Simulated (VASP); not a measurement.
Input of a VASP 6.6.1 run:

INCAR

```
SYSTEM = SbTe2O3
PREC = Accurate
ENCUT = 600
EDIFF = 1E-6
ISMEAR = 0
SIGMA = 0.1
LREAL = .FALSE.
LASPH = .TRUE.
NELM = 100
ALGO = Normal
ISIF = 3
LWAVE = .FALSE.
LCHARG = .FALSE.
GGA = PE
IBRION = 2
NSW = 90
EDIFFG = -0.04
```

File KPOINTS:

```
regular mesh
0
G
  6 6 4
  0 0 0
```

The input POSCAR:

```
SbTe2O3
1.0
    4.4683338900      0.0000000000      0.0000000000
   -2.2341669500      3.8696906600      0.0000000000
    0.0000000000      0.0000000000      7.3775660100
Sb Te O
1 2 3
Direct
    0.0000000000      0.0000000000      0.5000000000
    0.0000000000      0.0000000000      0.7923748900
    0.0000000000      0.0000000000      0.2076251100
    0.3333333300      0.6666666700      0.0000000000
    0.6666666700      0.3333333300      0.0000000000
    0.0000000000      0.0000000000      0.0000000000
```

Potentials or basis: VASP PAW PBE potentials, release 64 (Sb, Te, O).

The run is started by

```bash
$ cat potpaw_PBE.64/Sb/POTCAR potpaw_PBE.64/Te/POTCAR potpaw_PBE.64/O/POTCAR > POTCAR
$ mpirun -np 1 vasp_std > vasp.out
```

Q: Estimate the band gap on the k mesh.

A: Zero (an odd number of electrons rules out a gap without spin polarisation).

Q: What does it give for the relaxed cell?

A: a = 3.567 Å, b = 3.567 Å, c = 10.221 Å, α = 90.00°, β = 90.00°, γ = 120.00°.

Q: What does it give for the space group after relaxing (to 0.1 Å)?

A: P6/mmm (No. 191).

Forces in eV/Å, atoms in the order of the input:
```
Sb   0.000  0.000  0.000
Te   0.000  0.000 -0.010
Te   0.000  0.000  0.010
O    0.000  0.000  0.000
O    0.000  0.000  0.000
O    0.000  0.000  0.000
```

Caveat: a cell axis changed by over 15 % at a fixed basis, so the end point is rough; spin-orbit coupling is left out, which moves the levels of the heavy elements; an odd number of electrons without spin polarisation forces a metal; a magnetic or distorted state may lie lower.
